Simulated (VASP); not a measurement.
# NaI (Imm2) in VASP: further runs

NaI is run at these levels: PBE; tasks: single point, relaxation of cell and atoms.

Everything below comes from runs of VASP 6.6.1. Logs are shortened: lines on timing, memory, paths and dates and some standing lists are left out, and cuts for length are marked.

### Step 1. The cell of the first run

Symmetry: Imm2, No. 44, orthorhombic system. Conventional cell: a = 4.498 Å, b = 6.286 Å, c = 4.713 Å, α = 90.00°, β = 90.00°, γ = 90.00°. Within 3.8 Å of Na (site symmetry mm2) lie 6 I at 2.79 to 3.80 Å. Within 3.8 Å of I (site symmetry mm2) lie 6 Na at 2.79 to 3.80 Å.

### Step 2. Single point, PBE

INCAR reads:

```
PREC = Accurate ; ENCUT = 520
EDIFF = 1E-6 ; ISMEAR = 0
SIGMA = 0.1 ; LREAL = F
LASPH = T ; NELM = 60
ALGO = Normal ; ISIF = 2
LWAVE = F ; LCHARG = F
GGA = PE ; NBANDS = 14
```

KPOINTS reads:

```
Automatic mesh
0
Gamma
  6 6 6
```

POSCAR reads:

```
NaI
1.0
   -2.2489605100      3.1429208400      2.3564609600
    2.2489605100     -3.1429208400      2.3564609600
    2.2489605100      3.1429208400     -2.3564609600
Na I
1 1
Direct
    0.0746946100      0.0746946100      0.0000000000
    0.4253053900      0.9253053900      0.5000000000
```

Potentials or basis: VASP PAW PBE potentials, release 64 (Na_pv, I).

Launch:

```console
$ cat potpaw_PBE.64/Na_pv/POTCAR potpaw_PBE.64/I/POTCAR > POTCAR
$ mpirun -np 1 vasp_std > vasp.out
```

OUTCAR:

```text
PREC = Accurate
   ENCUT = 520
   EDIFF = 1E-6
   ISMEAR = 0
   LREAL = F
   LASPH = T
   NELM = 60
   ISIF = 2
   GGA = PE

 ion  position               nearest neighbor table
   1  0.075  0.075  0.000-   2 2.79   2 2.79
   2  0.425  0.925  0.500-   1 2.79   1 2.79

  LATTYP: Found a body centered orthorhombic cell.
 ALAT       =     4.4979210200
 B/A-ratio  =     1.0478000612
 C/A-ratio  =     1.3974993452

  Lattice vectors:

 A1 = (   2.2489605100,  -3.1429208400,  -2.3564609600)
 A2 = (  -2.2489605100,  -3.1429208400,   2.3564609600)
 A3 = (  -2.2489605100,   3.1429208400,  -2.3564609600)

Analysis of symmetry for initial positions (statically):
=====================================================================
 Subroutine PRICEL returns:
 Original cell was already a primitive cell.

 Routine SETGRP: Setting up the symmetry group for a
 body centered orthorhombic supercell.

 Subroutine GETGRP returns: Found  4 space group operations
 (whereof  4 operations were pure point group operations)
 out of a pool of  8 trial point group operations.

The static configuration has the point symmetry C_2v.

Analysis of symmetry for dynamics (positions and initial velocities):
=====================================================================
 Subroutine PRICEL returns:
 Original cell was already a primitive cell.

 Routine SETGRP: Setting up the symmetry group for a
 body centered orthorhombic supercell.

 Subroutine GETGRP returns: Found  4 space group operations
 (whereof  4 operations were pure point group operations)
 out of a pool of  8 trial point group operations.

The dynamic configuration has the point symmetry C_2v.

 Subroutine INISYM returns: Found  4 space group operations
 (whereof  4 operations are pure point group operations),
 and found     1 'primitive' translations

----------------------------------------------------------------------------------------

                                     Primitive cell

  volume of cell :      66.6247

  direct lattice vectors                    reciprocal lattice vectors
    -2.248960510  3.142920840  2.356460960     0.000000000  0.159087685  0.212182594
     2.248960510 -3.142920840  2.356460960     0.222324935  0.000000000  0.212182594
     2.248960510  3.142920840 -2.356460960     0.222324935  0.159087685  0.000000000

  length of vectors
     4.526442647  4.526442647  4.526442647     0.265198689  0.307326911  0.273381178

  position of ions in fractional coordinates (direct lattice)
     0.074694610  0.074694610  0.000000000
     0.425305390  0.925305390  0.500000000

  ion indices of the primitive-cell ions
   primitive index   ion index
                 1           1
                 2           2

----------------------------------------------------------------------------------------

 KPOINTS: Automatic mesh

Automatic generation of k-mesh.
 Grid dimensions read from file:
 generate k-points for:    6    6    6

 Generating k-lattice:

  Cartesian coordinates                     Fractional coordinates (reciprocal lattice)
     0.000000000  0.026514614  0.035363766     0.166666667  0.000000000  0.000000000
     0.037054156  0.000000000  0.035363766     0.000000000  0.166666667 -0.000000000
     0.037054156  0.026514614  0.000000000     0.000000000 -0.000000000  0.166666667

  Length of vectors
     0.044199782  0.051221152  0.045563530

  Shift w.r.t. Gamma in fractional coordinates (k-lattice)
     0.000000000  0.000000000  0.000000000

 Subroutine IBZKPT returns following result:
 ===========================================

 Found     46 irreducible k-points:

 Following reciprocal coordinates:
            Coordinates               Weight
  0.000000  0.000000  0.000000      1.000000
  0.166667 -0.000000  0.000000      4.000000
  0.333333  0.000000  0.000000      4.000000
  0.500000  0.000000  0.000000      2.000000
  0.000000  0.166667  0.000000      4.000000
  0.166667  0.166667 -0.000000      8.000000
[... 16 lines left out ...]
 -0.166667  0.166667  0.166667      2.000000
  0.166667  0.333333  0.166667      4.000000
 [... further k-points ...]
   k-points           NKPTS =     46   k-points in BZ     NKDIM =     46   number of bands    NBANDS=     14
   number of dos      NEDOS =    301   number of ions     NIONS =      2
   total plane-waves  NPLWV =  46656
   dimension x,y,z NGX =    36 NGY =   36 NGZ =   36
   dimension x,y,z NGXF=    72 NGYF=   72 NGZF=   72
   ions per type =               1   1
   NGX,Y,Z   is equivalent  to a cutoff of  13.22, 13.22, 13.22 a.u.
   NGXF,Y,Z  is equivalent  to a cutoff of  26.44, 26.44, 26.44 a.u.
 SYSTEM =  unknown system
   PREC   = accura    normal or accurate (medium, high low for compatibility)
   ISTART =      0    job   : 0-new  1-cont  2-samecut
   ICHARG =      2    charge: 1-file 2-atom 10-const
   ISPIN  =      1    spin polarized calculation?
   LNONCOLLINEAR =      F non collinear calculations
   LSORBIT =      F    spin-orbit coupling
   LASPH  =      T    aspherical Exc in radial PAW
   ENCUT  =  520.0 eV  38.22 Ry    6.18 a.u.   8.42  8.42  8.42*2*pi/ulx,y,z
   NELM   =     60;   NELMIN=  2; NELMDL= -5     # of ELM steps
   EDIFF  = 0.1E-05   stopping-criterion for ELM
   LREAL  =      F    real-space projection
[... 7 lines left out ...]
   TEBEG  =    0.0;   TEEND  =   0.0 temperature during run
   PSTRESS=    0.0 pullay stress
   NELECT =      14.0000    total number of electrons
   NUPDOWN=      -1.0000    fix difference up-down
   EMIN   =  10.00;   EMAX   =-10.00  energy-range for DOS
   EFERMI =   0.00;   METHOD = LEGACY
   ISMEAR =     0;   SIGMA  =   0.10  broadening in eV -4-tet -1-fermi 0-gaus
   EFERMI_NEDOS =   21; number of points for ismear=-14 and -15
   IALGO  =     38    algorithm
   IMIX   =      4    mixing-type and parameters
     AMIX     =   0.40;   BMIX     =  1.00
     AMIX_MAG =   1.60;   BMIX_MAG =  1.00
  volume/ion in A,a.u.               =      33.31       224.80
  Fermi-wavevector in a.u.,A,eV,Ry     =   0.973283  1.839238 12.888516  0.947279
  Thomas-Fermi vector in A             =   2.103650
   LORBIT       =      0    0 simple, 1 ext, 2 COOP (PROOUT), +10 PAW based schemes
   GGA     = PE    functional components
   LHFCALC =     F    Hartree Fock is set to
   AEXX    =    0.0000 exact exchange contribution
   IVDW    =     0    specifies the selected vdW correction
   LEPSILON=     F    determine dielectric tensor
   LRPA    =     F    only Hartree local field effects (RPA)
 non-spin polarized calculation
 Gauss-broadening in eV      SIGMA  =   0.10
  energy-cutoff  :      520.00
  volume of cell :       66.62
 maximum number of plane-waves:      1817
 NGX is ok and might be reduce to    36
   NGX = 17   NGY = 17   NGZ = 17

 number of electron      14.0000006 magnetization

 Free energy of the ion-electron system (eV)
  ---------------------------------------------------
  ext. energy  EPLUGINS =         0.00000000
  ---------------------------------------------------
  free energy    TOTEN  =        -5.11898109 eV

  energy without entropy =       -5.11898109  energy(sigma->0) =       -5.11898109

 E-fermi :   1.3048     XC(G=0):  -7.7102

 val. band max:        0.8667123513   @ k =   0.0000   0.0000   0.0000
 cond. band min:       4.6663695622   @ k =   0.0000   0.0000   0.0000
 fundamental gap:      3.7996572109
 Fermi energy:         1.3048046351

 k-point     1 :       0.0000    0.0000    0.0000
  band No.  band energies     occupation
      1     -21.4056      2.00000
      2     -21.3987      2.00000
      3     -21.3870      2.00000
      4     -10.1903      2.00000
      5       0.8183      2.00000
      6       0.8398      2.00000
      7       0.8667      2.00000
      8       4.6664      0.00000
      9       8.7033      0.00000
     10       8.9961      0.00000
     11       9.0143      0.00000
     12      10.8758      0.00000
     13      11.0828      0.00000
     14      11.1593      0.00000

 k-point     2 :       0.1667   -0.0000    0.0000
  band No.  band energies     occupation
      1     -21.4065      2.00000
      2     -21.3989      2.00000
      3     -21.3876      2.00000
      4     -10.1189      2.00000
      5       0.1234      2.00000
      6       0.7583      2.00000
      7       0.8058      2.00000
      8       5.4746      0.00000
      9       8.3194      0.00000
     10       9.0918      0.00000
     11       9.1518      0.00000
     12      10.4613      0.00000
     13      10.5160      0.00000
     14      11.9330      0.00000

 k-point     3 :       0.3333    0.0000    0.0000
  band No.  band energies     occupation
      1     -21.4086      2.00000
      2     -21.3993      2.00000
      3     -21.3887      2.00000
      4      -9.9680      2.00000
      5      -0.8876      2.00000
      6       0.6058      2.00000
      7       0.7235      2.00000
      8       6.1672      0.00000
      9       8.5834      0.00000
     10       8.8057      0.00000
     11       9.0170      0.00000
     12      11.2013      0.00000
     13      11.3147      0.00000
     14      11.5041      0.00000
[... 324 lines left out ...]
 k-point    23 :      -0.1667    0.1667    0.1667
  band No.  band energies     occupation
      1     -21.4058      2.00000
      2     -21.4041      2.00000
      3     -21.3880      2.00000
      4      -9.9935      2.00000
      5      -0.4285      2.00000
      6       0.4186      2.00000
      7       0.7122      2.00000
      8       6.2810      0.00000
      9       7.9867      0.00000
     10       8.4581      0.00000
     11       9.4492      0.00000
     12       9.5184      0.00000
     13      11.6539      0.00000
     14      13.2326      0.00000

 k-point    24 :       0.1667    0.3333    0.1667
  band No.  band energies     occupation
      1     -21.4079      2.00000
      2     -21.4058      2.00000
      3     -21.3892      2.00000
      4      -9.7779      2.00000
      5      -0.8413      2.00000
      6      -0.1804      2.00000
      7      -0.0425      2.00000
      8       6.5018      0.00000
      9       7.4300      0.00000
     10       9.4569      0.00000
     11       9.9152      0.00000
     12      12.5984      0.00000
     13      13.5184      0.00000
     14      13.7599      0.00000

 [... further k-points ...]

------------------------ aborting loop because EDIFF is reached ----------------------------------------

  FORCE on cell =-STRESS in cart. coord.  units (eV):
  Direction    XX          YY          ZZ          XY          YZ          ZX
  --------------------------------------------------------------------------------------
  -------------------------------------------------------------------------------------
  Total        2.6668305      0.3215192      1.2896361      0.0000000      0.0000000      0.0000000
  in kB       64.1313659      7.7318240     31.0128919      0.0000000      0.0000000      0.0000000
  external PRESSURE =      34.2920272 kB  Pullay stress =       0.0000000 kB

 VOLUME and BASIS-vectors are now :
 -----------------------------------------------------------------------------
  energy-cutoff  :      520.00
  volume of cell :       66.62
      direct lattice vectors                 reciprocal lattice vectors
    -2.248960510  3.142920840  2.356460960     0.000000000  0.159087685  0.212182594
     2.248960510 -3.142920840  2.356460960     0.222324935  0.000000000  0.212182594
     2.248960510  3.142920840 -2.356460960     0.222324935  0.159087685  0.000000000

 POSITION                                       TOTAL-FORCE (eV/Angst)
 -----------------------------------------------------------------------------------
      0.00000      0.00000      0.35203        -0.000000     -0.000000     -0.865847
      2.24896     -0.00000      2.00443         0.000000      0.000000      0.865847
 -----------------------------------------------------------------------------------
    total drift:                                0.000001      0.000002      0.000455

  FREE ENERGIE OF THE ION-ELECTRON SYSTEM (eV)
  ---------------------------------------------------
  free  energy   TOTEN  =        -5.1189810887 eV

  energy  without entropy=       -5.1189810887  energy(sigma->0) =       -5.11898109
```

Wall time 20 s (1 thread of AMD EPYC 9R45 (Zen 5), shared host); peak memory 0.19 GiB.

What came out:

```
Free energy            : -5.1190 eV
Pressure               : 3.4 GPa
Largest force          : 0.866 eV/Å
Band gap on the k mesh : 3.80 eV
```

Forces on the atoms (eV/Å):
```
Na   0.000  0.000 -0.866
I    0.000  0.000  0.866
```

Stress tensor (GPa, compression positive):
```
6.41 0.00 0.00
0.00 0.77 0.00
0.00 0.00 3.10
```

Caveat: the stress differs along the axes, from 1 to 6 GPa; spin-orbit coupling is left out, which moves the levels of the heavy elements.

### Step 3. Relaxation of cell and atoms, PBE

INCAR reads:

```
SYSTEM = NaI
PREC     = Accurate       ! precision mode
ENCUT    = 600            ! plane-wave cutoff, eV
EDIFF    = 1E-6           ! SCF threshold, eV
ISMEAR   = 0              ! smearing method
SIGMA    = 0.1            ! smearing width, eV
LREAL    = .False.        ! projectors in reciprocal space
LASPH    = .True.         ! aspherical terms in the spheres
NELM     = 100            ! most SCF steps
ALGO     = Normal         ! electronic algorithm
ISIF     = 3              ! what is computed and relaxed
LWAVE    = .False.        ! write WAVECAR
LCHARG   = .False.        ! write CHGCAR
GGA      = PE             ! functional
IBRION   = 2              ! ionic algorithm
NSW      = 90             ! ionic steps
EDIFFG   = -0.04          ! ionic threshold
```

KPOINTS reads:

```
Automatic mesh
0
Gamma
  6 6 6
  0 0 0
```

POSCAR is that of step 2.

Potentials or basis: VASP PAW PBE potentials, release 64 (Na_pv, I).

Launch:

```console
$ cat potpaw_PBE.64/Na_pv/POTCAR potpaw_PBE.64/I/POTCAR > POTCAR
$ mpirun -np 1 vasp_std > vasp.out
```

Run time: 2.9 min. Hardware: 1 thread of AMD EPYC 9R45 (Zen 5), shared host; peak memory 0.22 GiB.

The run converged. Its results:

```
Free energy                           : -5.3869 eV
Relaxed volume                        : 34.60 Å³/atom
Relaxed cell                          : a = 4.604 Å, b = 4.604 Å, c = 4.604 Å, α = 120.10°, β = 90.31°, γ = 119.54°
Space group after relaxing (to 0.1 Å) : Fm-3m (No. 225)
Energy gained by relaxing             : 133.9 meV/atom
Ionic steps                           : 18
Pressure after relaxing               : 0.1 GPa
Largest force after relaxing          : 0.014 eV/Å
Band gap on the k mesh                : 3.57 eV
```

Forces on the atoms (eV/Å):
```
Na   0.000  0.000  0.014
I    0.000  0.000 -0.014
```

Stress tensor (GPa, compression positive):
```
0.12 0.00 0.00
0.00 0.18 0.00
0.00 0.00 0.00
```

The path:
| step | energy change (eV) | largest force (eV/Å) | pressure (GPa) | volume (Å³) |
| --- | --- | --- | --- | --- |
| 1 | 0.0000 | 0.8658 | 3.43 | 66.62 |
| 2 | -0.1690 | 0.3159 | 0.62 | 73.68 |
| 3 | -0.1865 | 0.1961 | -0.03 | 76.33 |
| 4 | -0.1891 | 0.1483 | -0.29 | 77.66 |
| 5 | -0.1892 | 0.1375 | -0.35 | 77.98 |
| 6 | -0.1936 | 0.1336 | -0.25 | 77.06 |
| 7 | -0.1997 | 0.1168 | 0.16 | 74.33 |
| 8 | -0.2042 | 0.1136 | 0.12 | 74.04 |
| 9 | -0.2177 | 0.1059 | 0.01 | 73.16 |
| 10 | -0.2427 | 0.0813 | -0.09 | 71.37 |
| 11 | -0.2371 | 0.1165 | 0.55 | 67.65 |
| 12 | -0.2531 | 0.0499 | -0.01 | 70.08 |
| 13 | -0.2546 | 0.0015 | 0.13 | 69.10 |
| 14 | -0.2606 | 0.0665 | 0.11 | 69.29 |
| 15 | -0.2607 | 0.0570 | 0.11 | 69.27 |
| 16 | -0.2659 | 0.0368 | -0.08 | 70.08 |
| 17 | -0.2669 | 0.0237 | -0.20 | 70.65 |
| 18 | -0.2679 | 0.0136 | 0.10 | 69.20 |

Final structure:
```
Na I
1.0
    -2.29848    3.24673    2.31826
     2.29848   -3.24673    2.31826
     2.29848    3.24673   -2.31826
Na I
1 1
Direct
  0.99806 0.99806 0.00000
  0.50194 0.00194 0.50000
```

Levels at points of the mesh, in eV from the valence-band top:
```csv
k point,band 4,band 5,band 6,band 7,band 8,band 9,band 10,band 11
"(0.00, 0.00, 0.00)",-10.99,-0.04,-0.02,0.00,3.57,7.85,7.93,7.94
"(0.50, 0.00, 0.00)",-10.69,-2.13,-0.28,-0.28,5.08,7.43,7.43,8.55
"(0.00, 0.50, 0.00)",-10.62,-1.86,-0.74,-0.72,4.46,5.58,9.71,11.13
"(0.50, 0.50, 0.00)",-10.69,-2.12,-0.31,-0.29,5.06,7.34,7.43,8.57
"(0.50, 0.50, 0.50)",-10.62,-1.86,-0.77,-0.72,4.45,5.56,9.75,11.16
```

Caveat: spin-orbit coupling is left out, which moves the levels of the heavy elements.
